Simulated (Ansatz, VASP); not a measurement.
Two plane-wave programs on ZnS

```
Zn S
1.0
     0.00000    2.67817    2.67817
     2.67817    0.00000    2.67817
     2.67817    2.67817    0.00000
Zn S
1 1
Direct
  0.00000 0.00000 0.00000
  0.75000 0.75000 0.75000
```

Alike in both runs: functional PBEsol; k mesh 10 × 10 × 10; occupations gaussian, width 0.02 eV; no spin polarisation.

Ansatz relaxed the structure, and its values are those at the end. VASP's run is a single point on that final structure, the one shown.

|  | VASP | Ansatz |
| --- | --- | --- |
| version | VASP 6.6.1 | Ansatz 0.2.0 |
| potentials or method | VASP PAW PBE potentials, release 64 (Zn, S), cutoff 520 eV | scalar-relativistic, plane waves, PAW |
| valence electrons in the cell | 18 | 18 |

Ansatz gave:

| Item | Value |
| --- | --- |
| gap on the k mesh at the Fermi level (eV) | 2.08 |
| least direct gap on the mesh (eV) | 2.08 |
| pressure (GPa) | 0.0 |

Task: Estimate VASP's values.

Result: gap on the k mesh at the Fermi level (eV): 2.09; least direct gap on the mesh (eV): 2.09; pressure (GPa): 0.2.

VASP's potentials were made for PBE, not for PBEsol, and Ansatz warns of the same on its side.
